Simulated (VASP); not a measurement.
# Sn (I4_1/amd) in VASP: single point with PBEsol

Aim: the single point of Sn with PBEsol.

All numbers are computed with VASP 6.6.1; they aren't measurements. Logs are shortened: lines on timing, memory, paths and dates and some standing lists are left out, and cuts for length are marked.

**1. The cell of the first run**

Symmetry: I4_1/amd, No. 141, tetragonal system. Conventional cell: a = 4.590 Å, b = 4.590 Å, c = 6.735 Å, α = 90.00°, β = 90.00°, γ = 90.00°. Sn (site symmetry -4m2) has 4 Sn at 2.85 Å within 3.8 Å.

**2. Single point, PBEsol (strain +0.0375 x Voigt [0, 0, 1, 0, 0, 0])**

File INCAR:

```
  PREC = Accurate
  ENCUT = 520
  EDIFF = 1E-7
  ISMEAR = 0
  SIGMA = 0.15
  LREAL = False
  LASPH = True
  NELM = 100
  ALGO = Fast
  ISIF = 2
  LWAVE = False
  LCHARG = True
  GGA = PS
  LELF = True
  LVHAR = True
  NBANDS = 21
```

File KPOINTS:

```
regular mesh
0
Gamma
  12 12 12
```

File POSCAR:

```
Sn
1.0
    0.0000000000      3.2456000000      3.3673100000
    3.2456000000      0.0000000000      3.3673100000
    3.2456000000      3.2456000000      0.0000000000
Sn
2
Direct
    0.5000000000      0.5000000000      0.5000000000
    0.7500000000      0.7500000000      0.7500000000
```

Potentials or basis: VASP PAW PBE potentials, release 64 (Sn_d).

Started as:

```
> cat potpaw_PBE.64/Sn_d/POTCAR > POTCAR
> mpirun -np 1 vasp_std > vasp.out
```

OUTCAR:

```text
PREC = Accurate
   ENCUT = 520
   EDIFF = 1E-7
   ISMEAR = 0
   LREAL = False
   LASPH = True
   NELM = 100
   ISIF = 2
   GGA = PS

 ion  position               nearest neighbor table
   1  0.500  0.500  0.500-   2 2.85   2 2.85   2 2.85   2 2.85
   2  0.750  0.750  0.750-   1 2.85   1 2.85   1 2.85   1 2.85

  LATTYP: Found a body centered tetragonal cell.
 ALAT       =     4.5899715380
 C/A-ratio  =     1.4672465710

  Lattice vectors:

 A1 = (  -3.2456000000,   0.0000000000,   3.3673100000)
 A2 = (   3.2456000000,   0.0000000000,   3.3673100000)
 A3 = (   0.0000000000,   3.2456000000,  -3.3673100000)

Analysis of symmetry for initial positions (statically):
=====================================================================
 Subroutine PRICEL returns:
 Original cell was already a primitive cell.

 Routine SETGRP: Setting up the symmetry group for a
 body centered tetragonal supercell.

 Subroutine GETGRP returns: Found 16 space group operations
 (whereof  8 operations were pure point group operations)
 out of a pool of 16 trial point group operations.

The static configuration has the point symmetry D_2d.
 The point group associated with its full space group is D_4h.

Analysis of symmetry for dynamics (positions and initial velocities):
=====================================================================
 Subroutine PRICEL returns:
 Original cell was already a primitive cell.

 Routine SETGRP: Setting up the symmetry group for a
 body centered tetragonal supercell.

 Subroutine GETGRP returns: Found 16 space group operations
 (whereof  8 operations were pure point group operations)
 out of a pool of 16 trial point group operations.

The dynamic configuration has the point symmetry D_2d.
 The point group associated with its full space group is D_4h.

 Subroutine INISYM returns: Found 16 space group operations
 (whereof  8 operations are pure point group operations),
 and found     1 'primitive' translations

----------------------------------------------------------------------------------------

                                     Primitive cell

  volume of cell :      70.9419

  direct lattice vectors                    reciprocal lattice vectors
     0.000000000  3.245600000  3.367310000    -0.154054720  0.154054720  0.148486477
     3.245600000  0.000000000  3.367310000     0.154054720 -0.154054720  0.148486477
     3.245600000  3.245600000  0.000000000     0.154054720  0.154054720 -0.148486477

  length of vectors
     4.676825419  4.676825419  4.589971538     0.263654978  0.263654978  0.263654978

  position of ions in fractional coordinates (direct lattice)
     0.500000000  0.500000000  0.500000000
     0.750000000  0.750000000  0.750000000

  ion indices of the primitive-cell ions
   primitive index   ion index
                 1           1
                 2           2

----------------------------------------------------------------------------------------

 KPOINTS: regular mesh

Automatic generation of k-mesh.
 Grid dimensions read from file:
 generate k-points for:   12   12   12

 Generating k-lattice:

  Cartesian coordinates                     Fractional coordinates (reciprocal lattice)
    -0.012837893  0.012837893  0.012373873     0.083333333  0.000000000  0.000000000
     0.012837893 -0.012837893  0.012373873     0.000000000  0.083333333  0.000000000
     0.012837893  0.012837893 -0.012373873     0.000000000  0.000000000  0.083333333

  Length of vectors
     0.021971248  0.021971248  0.021971248

  Shift w.r.t. Gamma in fractional coordinates (k-lattice)
     0.000000000  0.000000000  0.000000000

 Subroutine IBZKPT returns following result:
 ===========================================

 Found    163 irreducible k-points:

 Following reciprocal coordinates:
            Coordinates               Weight
  0.000000  0.000000  0.000000      1.000000
  0.083333 -0.000000  0.000000      8.000000
  0.166667 -0.000000  0.000000      8.000000
  0.250000 -0.000000  0.000000      8.000000
  0.333333 -0.000000  0.000000      8.000000
  0.416667 -0.000000  0.000000      8.000000
[... 16 lines left out ...]
  0.500000  0.166667  0.000000      8.000000
 -0.416667  0.166667  0.000000      8.000000
 [... further k-points ...]
   k-points           NKPTS =    163   k-points in BZ     NKDIM =    163   number of bands    NBANDS=     21
   number of dos      NEDOS =    301   number of ions     NIONS =      2
   total plane-waves  NPLWV =  46656
   dimension x,y,z NGX =    36 NGY =   36 NGZ =   36
   dimension x,y,z NGXF=    72 NGYF=   72 NGZF=   72
   ions per type =               2
   NGX,Y,Z   is equivalent  to a cutoff of  12.80, 12.80, 13.04 a.u.
   NGXF,Y,Z  is equivalent  to a cutoff of  25.59, 25.59, 26.08 a.u.
 SYSTEM =  unknown system
   PREC   = accura    normal or accurate (medium, high low for compatibility)
   ISTART =      0    job   : 0-new  1-cont  2-samecut
   ICHARG =      2    charge: 1-file 2-atom 10-const
   ISPIN  =      1    spin polarized calculation?
   LNONCOLLINEAR =      F non collinear calculations
   LSORBIT =      F    spin-orbit coupling
   LASPH  =      T    aspherical Exc in radial PAW
   ENCUT  =  520.0 eV  38.22 Ry    6.18 a.u.   8.70  8.70  8.53*2*pi/ulx,y,z
   NELM   =    100;   NELMIN=  2; NELMDL= -5     # of ELM steps
   EDIFF  = 0.1E-06   stopping-criterion for ELM
   LREAL  =      F    real-space projection
   EDIFFG = 0.1E-05   stopping-criterion for IOM
   NSW    =      0    number of steps for IOM
   IBRION =     -1    ionic relax: 0-MD 1-quasi-New 2-CG
   NFREE  =      0    steps in history (QN), initial steepest desc. (CG)
   ISIF   =      2    stress and relaxation
   ISYM   =      2    0-nonsym 1-usesym 2-fastsym
   POTIM  = 0.5000    time-step for ionic-motion
   TEBEG  =    0.0;   TEEND  =   0.0 temperature during run
   PSTRESS=    0.0 pullay stress
   NELECT =      28.0000    total number of electrons
   NUPDOWN=      -1.0000    fix difference up-down
   EMIN   =  10.00;   EMAX   =-10.00  energy-range for DOS
   EFERMI =   0.00;   METHOD = LEGACY
   ISMEAR =     0;   SIGMA  =   0.15  broadening in eV -4-tet -1-fermi 0-gaus
   EFERMI_NEDOS =   21; number of points for ismear=-14 and -15
   IALGO  =     68    algorithm
   IMIX   =      4    mixing-type and parameters
     AMIX     =   0.40;   BMIX     =  1.00
     AMIX_MAG =   1.60;   BMIX_MAG =  1.00
  volume/ion in A,a.u.               =      35.47       239.37
  Fermi-wavevector in a.u.,A,eV,Ry     =   1.200862  2.269300 19.620551  1.442070
  Thomas-Fermi vector in A             =   2.336687
   LORBIT       =      0    0 simple, 1 ext, 2 COOP (PROOUT), +10 PAW based schemes
   GGA     = PS    functional components
   LHFCALC =     F    Hartree Fock is set to
   AEXX    =    0.0000 exact exchange contribution
   IVDW    =     0    specifies the selected vdW correction
   LEPSILON=     F    determine dielectric tensor
   LRPA    =     F    only Hartree local field effects (RPA)
 non-spin polarized calculation
 RMM-DIIS sequential band-by-band and
 Gauss-broadening in eV      SIGMA  =   0.15
  energy-cutoff  :      520.00
  volume of cell :       70.94
 maximum number of plane-waves:      1948
   NGX = 17   NGY = 17   NGZ = 17

 number of electron      27.9999993 magnetization

 Free energy of the ion-electron system (eV)
  ---------------------------------------------------
  ext. energy  EPLUGINS =         0.00000000
  ---------------------------------------------------
  free energy    TOTEN  =        -8.45847040 eV

  energy without entropy =       -8.45642905  energy(sigma->0) =       -8.45744973

 E-fermi :   5.0849     XC(G=0):  -8.9046

 val. band max:        5.0213474022   @ k =   0.0000   0.0000   0.0000
 cond. band min:       5.1257240609   @ k =   0.3333  -0.0000   0.0000
 fundamental gap:      0.1043766586
 Fermi energy:         5.0848662291

 k-point     1 :       0.0000    0.0000    0.0000
  band No.  band energies     occupation
      1     -16.4335      2.00000
      2     -16.4335      2.00000
      3     -16.4213      2.00000
      4     -16.3758      2.00000
      5     -16.3723      2.00000
      6     -16.1066      2.00000
[... 13 lines left out ...]
     20      12.6540      0.00000
     21      12.9345      0.00000

 k-point     2 :       0.0833   -0.0000    0.0000
  band No.  band energies     occupation
      1     -16.4385      2.00000
      2     -16.4342      2.00000
      3     -16.4243      2.00000
      4     -16.3684      2.00000
      5     -16.3658      2.00000
      6     -16.1129      2.00000
[... 13 lines left out ...]
     20      12.1193      0.00000
     21      12.6028      0.00000

 k-point     3 :       0.1667   -0.0000    0.0000
  band No.  band energies     occupation
      1     -16.4484      2.00000
      2     -16.4402      2.00000
      3     -16.4234      2.00000
      4     -16.3533      2.00000
      5     -16.3520      2.00000
      6     -16.1248      2.00000
[... 13 lines left out ...]
     20      11.7840      0.00000
     21      12.1001      0.00000

 k-point     4 :       0.2500   -0.0000    0.0000
  band No.  band energies     occupation
      1     -16.4576      2.00000
      2     -16.4475      2.00000
      3     -16.4180      2.00000
      4     -16.3380      2.00000
      5     -16.3380      2.00000
      6     -16.1381      2.00000
[... 13 lines left out ...]
     20      11.8810      0.00000
     21      11.9848      0.00000

 k-point     5 :       0.3333   -0.0000    0.0000
  band No.  band energies     occupation
      1     -16.4642      2.00000
      2     -16.4524      2.00000
      3     -16.4119      2.00000
      4     -16.3274      2.00000
      5     -16.3264      2.00000
      6     -16.1476      2.00000
[... 13 lines left out ...]
     20      12.3299      0.00000
     21      12.3863      0.00000
[... 382 lines left out ...]
     20      12.5988      0.00000
     21      13.3670      0.00000

 k-point    22 :       0.4167    0.1667    0.0000
  band No.  band energies     occupation
      1     -16.4772      2.00000
      2     -16.4698      2.00000
      3     -16.4013      2.00000
      4     -16.3151      2.00000
      5     -16.2806      2.00000
      6     -16.2116      2.00000
[... 13 lines left out ...]
     20      13.0281      0.00000
     21      13.7954      0.00000

 k-point    23 :       0.5000    0.1667    0.0000
  band No.  band energies     occupation
      1     -16.4809      2.00000
      2     -16.4742      2.00000
      3     -16.3870      2.00000
      4     -16.3039      2.00000
      5     -16.2843      2.00000
      6     -16.2038      2.00000
[... 13 lines left out ...]
     20      13.4636      0.00000
     21      13.7919      0.00000

 k-point    24 :      -0.4167    0.1667    0.0000
  band No.  band energies     occupation
      1     -16.4796      2.00000
      2     -16.4765      2.00000
      3     -16.3787      2.00000
      4     -16.2964      2.00000
      5     -16.2961      2.00000
      6     -16.1867      2.00000
[... 13 lines left out ...]
     20      12.8132      0.00000
     21      12.8997      0.00000

 [... further k-points ...]
[... 5 lines left out ...]
  --------------------------------------------------------------------------------------
  -------------------------------------------------------------------------------------
  Total       -0.1119107     -0.1119107     -0.6219313      0.0000000      0.0000000      0.0000000
  in kB       -2.5274304     -2.5274304    -14.0459104      0.0000000      0.0000000      0.0000000
  external PRESSURE =      -6.3669238 kB  Pullay stress =       0.0000000 kB

 VOLUME and BASIS-vectors are now :
 -----------------------------------------------------------------------------
  energy-cutoff  :      520.00
  volume of cell :       70.94
      direct lattice vectors                 reciprocal lattice vectors
     0.000000000  3.245600000  3.367310000    -0.154054720  0.154054720  0.148486477
     3.245600000  0.000000000  3.367310000     0.154054720 -0.154054720  0.148486477
     3.245600000  3.245600000  0.000000000     0.154054720  0.154054720 -0.148486477

 POSITION                                       TOTAL-FORCE (eV/Angst)
 -----------------------------------------------------------------------------------
      3.24560      3.24560      3.36731        -0.000000     -0.000000      0.000000
      4.86840      4.86840      5.05096         0.000000      0.000000     -0.000000
 -----------------------------------------------------------------------------------
    total drift:                                0.000000      0.000000      0.000000

  FREE ENERGIE OF THE ION-ELECTRON SYSTEM (eV)
  ---------------------------------------------------
  free  energy   TOTEN  =        -8.4584704039 eV

  energy  without entropy=       -8.4564290524  energy(sigma->0) =       -8.45744973
```

It took 6.9 min on 1 thread of Intel Xeon 8259CL, shared host; peak memory 0.34 GiB.

What came out:

```yaml
Free_energy: -8.4585 eV
Pressure: -0.6 GPa
Band_gap_on_the_k_mesh: zero (bands 14 and 15 overlap by 0.32 eV)
```

Caveat: the cell differs from its parent crystal (strain +0.0375 x Voigt [0, 0, 1, 0, 0, 0]); the PAW data sets were made with another functional, which shifts forces and pressure a little; spin-orbit coupling is left out, which moves the levels of the heavy elements.

The gap in the log of VASP goes by the Fermi energy; the results here count the filled bands.